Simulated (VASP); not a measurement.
Input of a VASP 6.6.1 run:

Contents of INCAR:

```
SYSTEM = CuO
ALGO = Normal ; EDIFF = 1E-6
ENCUT = 520 ; GGA = PE
ISIF = 2 ; ISMEAR = -1
LASPH = .TRUE. ; LCHARG = .FALSE.
LDAU = .TRUE. ; LDAUJ = 0 0
LDAUL = 2 -1 ; LDAUPRINT = 1
LDAUTYPE = 2 ; LDAUU = 6 0
LMAXMIX = 4 ; LREAL = .FALSE.
LWAVE = .FALSE. ; NBANDS = 25
NELM = 150 ; PREC = Accurate
SIGMA = 0.05
```

Contents of KPOINTS:

```
k-points
0
G
  8 8 6
  0 0 0
```

POSCAR

```
CuO
1.0
    3.1754955000      0.0000000000      0.0000000000
    0.0000000000      3.1754955000      0.0000000000
    0.0000000000      0.0000000000      4.6495318700
Cu O
2 2
Direct
    0.0000000000      0.0000000000      0.0000000000
    0.5000000000      0.5000000000      0.0000000000
    0.5000000000      0.0000000000      0.2670000000
    0.0000000000      0.5000000000      0.7330000000
```

Potentials or basis: VASP PAW PBE potentials, release 64 (Cu, O).

Run with:

```bash
$ cat potpaw_PBE.64/Cu/POTCAR potpaw_PBE.64/O/POTCAR > POTCAR
$ mpirun -np 1 vasp_std > vasp.out
```

(1) Estimate the largest force.

(2) Estimate the pressure.

(3) Estimate the band gap on the k mesh.

Answers

(1) 1.175 eV/Å.

(2) 10.4 GPa.

(3) zero (band 17 reaches 2.88 eV, above the bottom of band 18 at 1.46 eV).

Caveat: U without spin polarisation on a metal has little footing; forces of over 1 eV/Å act on the atoms, so gaps and moduli don't describe the material at rest.
